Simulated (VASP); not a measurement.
# AgI (P6_3mc) in VASP: notebook, part 2 of 2

VASP 6.6.1. The steps go on from the part before.

## 4. Single point, PBE

This run uses another cell than the first one, of 35.59 Å³/atom.

INCAR

```
PREC = Accurate
ENCUT = 500
EDIFF = 1E-6
ISMEAR = 0
SIGMA = 0.01
LREAL = F
LASPH = T
NELM = 120
ALGO = Normal
ISIF = 2
LWAVE = F
LCHARG = T
GGA = PE
LELF = T
LVHAR = T
NBANDS = 26
GGA_COMPAT = F
```

KPOINTS

```
regular mesh
0
Gamma
  6 6 4
```

POSCAR

```
AgI
1.0
    4.6508717532      0.0000000000      0.0000000000
   -2.3254358766      4.0277730880      0.0000000000
    0.0000000000      0.0000000000      7.5992966930
Ag I
2 2
Direct
    0.3333333333      0.6666666667      0.0000048562
    0.6666666667      0.3333333333      0.5000048562
    0.3333333333      0.6666666667      0.3749951438
    0.6666666667      0.3333333333      0.8749951438
```

Potentials or basis: VASP PAW PBE potentials, release 64 (Ag, I).

On the command line:

```
cat potpaw_PBE.64/Ag/POTCAR potpaw_PBE.64/I/POTCAR > POTCAR
mpirun -np 1 vasp_std > vasp.out
```

OUTCAR:

```text
PREC = Accurate
   ENCUT = 500
   EDIFF = 1E-6
   ISMEAR = 0
   LREAL = F
   LASPH = T
   NELM = 120
   ISIF = 2
   GGA = PE

 ion  position               nearest neighbor table
   1  0.333  0.667  0.000-   4 2.85   4 2.85   4 2.85   3 2.85
   2  0.667  0.333  0.500-   3 2.85   3 2.85   3 2.85   4 2.85
   3  0.333  0.667  0.375-   2 2.85   2 2.85   2 2.85   1 2.85
   4  0.667  0.333  0.875-   1 2.85   1 2.85   1 2.85   2 2.85

  LATTYP: Found a hexagonal cell.
 ALAT       =     4.6508717532
 C/A-ratio  =     1.6339510303

  Lattice vectors:

 A1 = (   4.6508717532,   0.0000000000,   0.0000000000)
 A2 = (  -2.3254358766,   4.0277730880,   0.0000000000)
 A3 = (   0.0000000000,   0.0000000000,   7.5992966930)

Analysis of symmetry for initial positions (statically):
=====================================================================
 Subroutine PRICEL returns:
 Original cell was already a primitive cell.

 Routine SETGRP: Setting up the symmetry group for a
 hexagonal supercell.

 Subroutine GETGRP returns: Found 12 space group operations
 (whereof  6 operations were pure point group operations)
 out of a pool of 24 trial point group operations.

The static configuration has the point symmetry C_3v.
 The point group associated with its full space group is C_6v.

Analysis of symmetry for dynamics (positions and initial velocities):
=====================================================================
 Subroutine PRICEL returns:
 Original cell was already a primitive cell.

 Routine SETGRP: Setting up the symmetry group for a
 hexagonal supercell.

 Subroutine GETGRP returns: Found 12 space group operations
 (whereof  6 operations were pure point group operations)
 out of a pool of 24 trial point group operations.

The dynamic configuration has the point symmetry C_3v.
 The point group associated with its full space group is C_6v.
[... 115 lines left out ...]
   EFERMI_NEDOS =   21; number of points for ismear=-14 and -15
   IALGO  =     38    algorithm
   IMIX   =      4    mixing-type and parameters
     AMIX     =   0.40;   BMIX     =  1.00
     AMIX_MAG =   1.60;   BMIX_MAG =  1.00
  volume/ion in A,a.u.               =      35.59       240.16
  Fermi-wavevector in a.u.,A,eV,Ry     =   1.035265  1.956367 14.582357  1.071773
  Thomas-Fermi vector in A             =   2.169600
   LORBIT       =      0    0 simple, 1 ext, 2 COOP (PROOUT), +10 PAW based schemes
   GGA     = PE    functional components
   LHFCALC =     F    Hartree Fock is set to
   AEXX    =    0.0000 exact exchange contribution
   IVDW    =     0    specifies the selected vdW correction
   LEPSILON=     F    determine dielectric tensor
   LRPA    =     F    only Hartree local field effects (RPA)
 non-spin polarized calculation
 Gauss-broadening in eV      SIGMA  =   0.01
  energy-cutoff  :      500.00
  volume of cell :      142.36
 maximum number of plane-waves:      3657
 NGX is ok and might be reduce to    36
   NGX = 17   NGY = 17   NGZ = 27

 number of electron      36.0000001 magnetization

 Free energy of the ion-electron system (eV)
  ---------------------------------------------------
  ext. energy  EPLUGINS =         0.00000000
  ---------------------------------------------------
  free energy    TOTEN  =        -9.57467910 eV

  energy without entropy =       -9.57467910  energy(sigma->0) =       -9.57467910

 E-fermi :   2.8166     XC(G=0):  -8.2491

 val. band max:        2.7107933097   @ k =   0.0000   0.0000   0.0000
 cond. band min:       4.0802809880   @ k =   0.0000   0.0000   0.0000
 fundamental gap:      1.3694876784
 Fermi energy:         2.8166020998

 k-point     1 :       0.0000    0.0000    0.0000
  band No.  band energies     occupation
      1      -9.8871      2.00000
      2      -9.6245      2.00000
      3      -1.2655      2.00000
      4      -1.2638      2.00000
      5      -1.2638      2.00000
      6      -1.1794      2.00000
[... 598 lines left out ...]
     25      10.9149      0.00000
     26      10.9149      0.00000

------------------------ aborting loop because EDIFF is reached ----------------------------------------

  FORCE on cell =-STRESS in cart. coord.  units (eV):
  Direction    XX          YY          ZZ          XY          YZ          ZX
  --------------------------------------------------------------------------------------
  -------------------------------------------------------------------------------------
  Total        0.5062139      0.5062139      0.5328669      0.0000000      0.0000000      0.0000000
  in kB        5.6973364      5.6973364      5.9973114      0.0000000      0.0000000      0.0000000
  external PRESSURE =       5.7973280 kB  Pullay stress =       0.0000000 kB

 VOLUME and BASIS-vectors are now :
 -----------------------------------------------------------------------------
  energy-cutoff  :      500.00
  volume of cell :      142.36
      direct lattice vectors                 reciprocal lattice vectors
     4.650871753  0.000000000  0.000000000     0.215013454  0.124138076  0.000000000
    -2.325435877  4.027773088  0.000000000     0.000000000  0.248276151  0.000000000
     0.000000000  0.000000000  7.599296693     0.000000000  0.000000000  0.131591125

 POSITION                                       TOTAL-FORCE (eV/Angst)
 -----------------------------------------------------------------------------------
     -0.00000      2.68518      0.00004         0.000000     -0.000000     -0.000515
      2.32544      1.34259      3.79969        -0.000000      0.000000     -0.000515
     -0.00000      2.68518      2.84970        -0.000000      0.000000      0.000515
      2.32544      1.34259      6.64935         0.000000     -0.000000      0.000515
 -----------------------------------------------------------------------------------
    total drift:                               -0.000000      0.000000      0.000665

  FREE ENERGIE OF THE ION-ELECTRON SYSTEM (eV)
  ---------------------------------------------------
  free  energy   TOTEN  =        -9.5746791015 eV

  energy  without entropy=       -9.5746791015  energy(sigma->0) =       -9.57467910
```

OSZICAR:

```text
N       E                     dE             d eps       ncg     rms          rms(c)
DAV:   1     0.199158154164E+03    0.19916E+03   -0.15126E+04  1092   0.114E+03
DAV:   2     0.563280091123E+00   -0.19859E+03   -0.19083E+03  1218   0.230E+02
DAV:   3    -0.955272236812E+01   -0.10116E+02   -0.10051E+02  1272   0.515E+01
DAV:   4    -0.974210922476E+01   -0.18939E+00   -0.18930E+00  1394   0.706E+00
DAV:   5    -0.974340127273E+01   -0.12920E-02   -0.12920E-02  1252   0.674E-01    0.669E+00
DAV:   6    -0.957233814605E+01    0.17106E+00   -0.57074E-01  1138   0.826E+00    0.497E+00
DAV:   7    -0.957416959382E+01   -0.18314E-02   -0.14935E-01  1130   0.176E+00    0.189E+00
DAV:   8    -0.957431295695E+01   -0.14336E-03   -0.97105E-03  1164   0.902E-01    0.423E-01
DAV:   9    -0.957456366012E+01   -0.25070E-03   -0.23159E-03  1196   0.432E-01    0.904E-02
DAV:  10    -0.957461872218E+01   -0.55062E-04   -0.15643E-04  1200   0.138E-01    0.319E-02
DAV:  11    -0.957468204414E+01   -0.63322E-04   -0.12337E-04  1112   0.730E-02    0.361E-02
DAV:  12    -0.957467586187E+01    0.61823E-05   -0.14724E-05  1244   0.427E-02    0.187E-02
DAV:  13    -0.957468008512E+01   -0.42233E-05   -0.17746E-05  1110   0.176E-02    0.221E-02
DAV:  14    -0.957467906905E+01    0.10161E-05   -0.17727E-06   878   0.643E-03    0.755E-03
DAV:  15    -0.957467910151E+01   -0.32457E-07   -0.14695E-07   570   0.182E-03
   1 F= -.95746791E+01 E0= -.95746791E+01  d E =-.187317E-52
```

stdout:

```text
POSCAR found type information on POSCAR AgI
 POSCAR found :  2 types and       4 ions
 scaLAPACK will be used
 LDA part: xc-table for (Slater+PW92), standard interpolation
 POSCAR, INCAR and KPOINTS ok, starting setup
 FFT: planning ... GRIDC
 FFT: planning ... GRID_SOFT
 FFT: planning ... GRID
 WAVECAR not read
 entering main loop
```

It took 46 s on 1 thread of AMD EPYC 9R45 (Zen 5), shared host; peak memory 0.25 GiB.

What came out:

| Property | Result |
| --- | --- |
| Free energy | -9.5747 eV |
| Pressure | 0.6 GPa |
| Band gap on the k mesh | 1.37 eV |

Caveat: spin-orbit coupling is left out, which moves the levels of the heavy elements.

## 5. Single point, PBE

This run uses another cell than the first one, of 36.43 Å³/atom.

INCAR

```
PREC     = Accurate       # precision mode
ENCUT    = 500            # plane-wave cutoff, eV
EDIFF    = 1E-6           # SCF threshold, eV
ISMEAR   = 0              # smearing method
SIGMA    = 0.01           # smearing width, eV
LREAL    = F              # projectors in reciprocal space
LASPH    = T              # aspherical terms in the spheres
NELM     = 120            # most SCF steps
ALGO     = Normal         # electronic algorithm
ISIF     = 2              # what is computed and relaxed
LWAVE    = F              # write WAVECAR
LCHARG   = F              # write CHGCAR
GGA      = PE             # functional
NBANDS   = 26             # bands
GGA_COMPAT= F
```

KPOINTS

```
Automatic mesh
0
Gamma
  6 6 4
```

POSCAR

```
AgI
1.0
    4.6856342775      0.0000000000      0.0000000000
   -2.3428171388      4.0578783171      0.0000000000
    0.0000000000      0.0000000000      7.6636880196
Ag I
2 2
Direct
    0.3333333333      0.6666666667      0.0001083644
    0.6666666667      0.3333333333      0.5001083644
    0.3333333333      0.6666666667      0.3748916356
    0.6666666667      0.3333333333      0.8748916356
```

On the command line:

```
cat potpaw_PBE.64/Ag/POTCAR potpaw_PBE.64/I/POTCAR > POTCAR
mpirun -np 1 vasp_std > vasp.out
```

Run time: 54 s. Hardware: 1 thread of AMD EPYC 9R45 (Zen 5), shared host; peak memory 0.25 GiB.

The run converged. Its results:

| Item | Value |
| --- | --- |
| Free energy | -9.5804 eV |
| Pressure | -0.1 GPa |
| Band gap on the k mesh | 1.37 eV |

Levels at points of the mesh, in eV from the valence-band top:
```tsv
k point	band 16	band 17	band 18	band 19	band 20	band 21
(0.00, 0.00, 0.00)	-0.06	0.00	0.00	1.37	2.67	5.85
(0.50, 0.00, 0.00)	-1.59	-0.92	-0.64	3.31	3.65	4.90
(0.00, 0.00, 0.50)	-0.33	-0.33	-0.33	2.64	2.64	5.65
(0.50, 0.00, 0.50)	-1.11	-1.11	-1.11	3.30	3.30	4.94
```

Caveat: spin-orbit coupling is left out, which moves the levels of the heavy elements.

## 6. Single point, PBE (37.52 Å³/atom)

This run uses another cell than the first one, of 37.52 Å³/atom.

INCAR

```
SYSTEM = AgI
  PREC = Accurate
  ENCUT = 500
  EDIFF = 1E-6
  ISMEAR = 0
  SIGMA = 0.01
  LREAL = .False.
  LASPH = .True.
  NELM = 120
  ALGO = Normal
  ISIF = 2
  LWAVE = .False.
  LCHARG = .False.
  GGA = PE
  NBANDS = 26
  GGA_COMPAT = .False.
```

KPOINTS

```
Automatic mesh
0
Gamma
  6 6 4
  0 0 0
```

POSCAR

```
AgI
1.0
    4.7320297134      0.0000000000      0.0000000000
   -2.3660148567      4.0980579433      0.0000000000
    0.0000000000      0.0000000000      7.7395710538
Ag I
2 2
Direct
    0.3333333333      0.6666666667      0.0001083644
    0.6666666667      0.3333333333      0.5001083644
    0.3333333333      0.6666666667      0.3748916356
    0.6666666667      0.3333333333      0.8748916356
```

Potentials or basis: VASP PAW PBE potentials, release 64 (Ag, I).

On the command line:

```
cat potpaw_PBE.64/Ag/POTCAR potpaw_PBE.64/I/POTCAR > POTCAR
mpirun -np 1 vasp_std > vasp.out
```

OUTCAR:

```text
SYSTEM = AgI
   PREC = Accurate
   ENCUT = 500
   EDIFF = 1E-6
   ISMEAR = 0
   LREAL = .False.
   LASPH = .True.
   NELM = 120
   ISIF = 2
   GGA = PE

 ion  position               nearest neighbor table
   1  0.333  0.667  0.000-   4 2.90   4 2.90   4 2.90   3 2.90
   2  0.667  0.333  0.500-   3 2.90   3 2.90   3 2.90   4 2.90
   3  0.333  0.667  0.375-   2 2.90   2 2.90   2 2.90   1 2.90
   4  0.667  0.333  0.875-   1 2.90   1 2.90   1 2.90   2 2.90

  LATTYP: Found a hexagonal cell.
 ALAT       =     4.7320297134
 C/A-ratio  =     1.6355711022
[... 803 lines left out ...]
  Direction    XX          YY          ZZ          XY          YZ          ZX
  --------------------------------------------------------------------------------------
  -------------------------------------------------------------------------------------
  Total       -0.7646559     -0.7646559     -0.7722985      0.0000000      0.0000000      0.0000000
  in kB       -8.1627066     -8.1627066     -8.2442907      0.0000000      0.0000000      0.0000000
  external PRESSURE =      -8.1899013 kB  Pullay stress =       0.0000000 kB

 VOLUME and BASIS-vectors are now :
 -----------------------------------------------------------------------------
  energy-cutoff  :      500.00
  volume of cell :      150.09
      direct lattice vectors                 reciprocal lattice vectors
     4.732029713  0.000000000  0.000000000     0.211325807  0.122009012  0.000000000
    -2.366014857  4.098057943  0.000000000     0.000000000  0.244018024  0.000000000
     0.000000000  0.000000000  7.739571054     0.000000000  0.000000000  0.129206127

 POSITION                                       TOTAL-FORCE (eV/Angst)
 -----------------------------------------------------------------------------------
     -0.00000      2.73204      0.00084         0.000000     -0.000000     -0.001811
      2.36601      1.36602      3.87062        -0.000000      0.000000     -0.001811
     -0.00000      2.73204      2.90150         0.000000      0.000000      0.001811
      2.36601      1.36602      6.77129        -0.000000      0.000000      0.001811
 -----------------------------------------------------------------------------------
    total drift:                               -0.000000      0.000000      0.001856

  FREE ENERGIE OF THE ION-ELECTRON SYSTEM (eV)
  ---------------------------------------------------
  free  energy   TOTEN  =        -9.5693929866 eV

  energy  without entropy=       -9.5693929866  energy(sigma->0) =       -9.56939299
```

OSZICAR:

```text
N       E                     dE             d eps       ncg     rms          rms(c)
DAV:   1     0.196911193484E+03    0.19691E+03   -0.15026E+04  1092   0.114E+03
DAV:   2     0.571850167210E+00   -0.19634E+03   -0.18881E+03  1240   0.226E+02
DAV:   3    -0.953544978392E+01   -0.10107E+02   -0.10048E+02  1278   0.507E+01
DAV:   4    -0.972675214883E+01   -0.19130E+00   -0.19121E+00  1396   0.689E+00
DAV:   5    -0.972805000792E+01   -0.12979E-02   -0.12978E-02  1282   0.663E-01    0.586E+00
DAV:   6    -0.956610479425E+01    0.16195E+00   -0.51506E-01  1126   0.788E+00    0.442E+00
DAV:   7    -0.956846022230E+01   -0.23554E-02   -0.14940E-01  1126   0.177E+00    0.180E+00
DAV:   8    -0.956898589897E+01   -0.52568E-03   -0.10829E-02  1152   0.955E-01    0.419E-01
DAV:   9    -0.956927738499E+01   -0.29149E-03   -0.23652E-03  1210   0.470E-01    0.891E-02
DAV:  10    -0.956932395487E+01   -0.46570E-04   -0.15931E-04  1174   0.144E-01    0.346E-02
DAV:  11    -0.956939781900E+01   -0.73864E-04   -0.17893E-04  1118   0.955E-02    0.418E-02
DAV:  12    -0.956939315808E+01    0.46609E-05   -0.14837E-05  1270   0.331E-02    0.410E-02
DAV:  13    -0.956939298656E+01    0.17152E-06   -0.50603E-06  1128   0.127E-02
   1 F= -.95693930E+01 E0= -.95693930E+01  d E =-.116958E-17
```

stdout:

```text
POSCAR found type information on POSCAR AgI
 POSCAR found :  2 types and       4 ions
 scaLAPACK will be used
 LDA part: xc-table for (Slater+PW92), standard interpolation
 POSCAR, INCAR and KPOINTS ok, starting setup
 FFT: planning ... GRIDC
 FFT: planning ... GRID_SOFT
 FFT: planning ... GRID
 WAVECAR not read
 entering main loop
```

It took 49 s on 1 thread of AMD EPYC 9R45 (Zen 5), shared host; peak memory 0.25 GiB.

What came out:

* Free energy: -9.5694 eV
* Pressure: -0.8 GPa
* Band gap on the k mesh: 1.37 eV

Levels at points of the mesh, in eV from the valence-band top:
```
           k point  band 16  band 17  band 18  band 19  band 20  band 21
(0.00, 0.00, 0.00)    -0.05     0.00     0.00     1.37     2.69     5.89
(0.50, 0.00, 0.00)    -1.50    -0.86    -0.60     3.29     3.67     4.95
(0.00, 0.00, 0.50)    -0.31    -0.31    -0.31     2.62     2.62     5.65
(0.50, 0.00, 0.50)    -1.05    -1.05    -1.05     3.31     3.31     4.97
```

Caveat: spin-orbit coupling is left out, which moves the levels of the heavy elements.

## 7. The runs side by side

```csv
cell,gap on the mesh (eV),pressure (GPa)
"a = 4.590, b = 4.590, c = 7.507 Å, angles 90.0, 90.0, 120.0°, 4 atoms",1.37,1.8
"a = 4.638, b = 4.638, c = 7.586 Å, angles 90.0, 90.0, 120.0°, 4 atoms",1.37,0.8
"a = 4.651, b = 4.651, c = 7.599 Å, angles 90.0, 90.0, 120.0°, 4 atoms",1.37,0.6
"a = 4.686, b = 4.686, c = 7.664 Å, angles 90.0, 90.0, 120.0°, 4 atoms",1.37,-0.1
"a = 4.732, b = 4.732, c = 7.740 Å, angles 90.0, 90.0, 120.0°, 4 atoms",1.37,-0.8
```

Alike in all rows: task single point; level PBE; potentials or basis VASP PAW PBE potentials, release 64 (Ag, I); no spin polarisation; k mesh 6 × 6 × 4; cutoff (eV) 500; smearing gaussian 0.01 eV.

Caveats: spin-orbit coupling is left out, which moves the levels of the heavy elements.

Absolute energies hang on the potentials; compare differences alone.
